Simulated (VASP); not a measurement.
Set up this calculation in VASP 6.6.1, as the native input.

| Property | Result |
| --- | --- |
| Task | single point |
| Functional | LDA |
| Potentials or basis | VASP PAW LDA potentials, release 64 (Hf_pv, B) |
| Cutoff | 520 eV |
| k mesh | 15 × 15 × 15 |
| Occupations | fermi-dirac, width 0.05 eV |
| Spin | no spin polarisation |
| Dipole correction | no |
| Further INCAR settings | ALGO = Normal; EDIFF = 1e-06; NBANDS = 14 |

The structure of HfB lies in POSCAR:

```
HfB
1.0
    0.0000000000      2.3100000000      2.3562000000
    2.3100000000      0.0000000000      2.3562000000
    2.3100000000      2.3100000000      0.0000000000
Hf B
1 1
Direct
    0.5000000000      0.5000000000      0.5000000000
    0.0000000000      0.0000000000      0.0000000000
```

This cell differs from its parent crystal: zz strain of +2 %.

One way to write it, as run:

INCAR

```
PREC = Accurate
ENCUT = 520
EDIFF = 1E-6
ISMEAR = -1
SIGMA = 0.05
LREAL = F
LASPH = T
NELM = 80
ALGO = Normal
ISIF = 2
LWAVE = F
LCHARG = F
GGA = CA
NBANDS = 14
```

KPOINTS

```
Automatic mesh
0
Gamma
  15 15 15
```

Potentials or basis: VASP PAW LDA potentials, release 64 (Hf_pv, B).

Command:

```bash
$ cat potpaw_LDA.64/Hf_pv/POTCAR potpaw_LDA.64/B/POTCAR > POTCAR
$ mpirun -np 1 vasp_std > vasp.out
```

Results of the run:

```json
{"Pressure": "15.0 GPa"}
```

Caveat: the cell differs from its parent crystal (zz strain of +2 %).

Wall time 53 s on 1 thread of Intel(R) Xeon(R) Platinum 8488C (Sapphire Rapids) (shared host), peak memory 0.22 GiB.
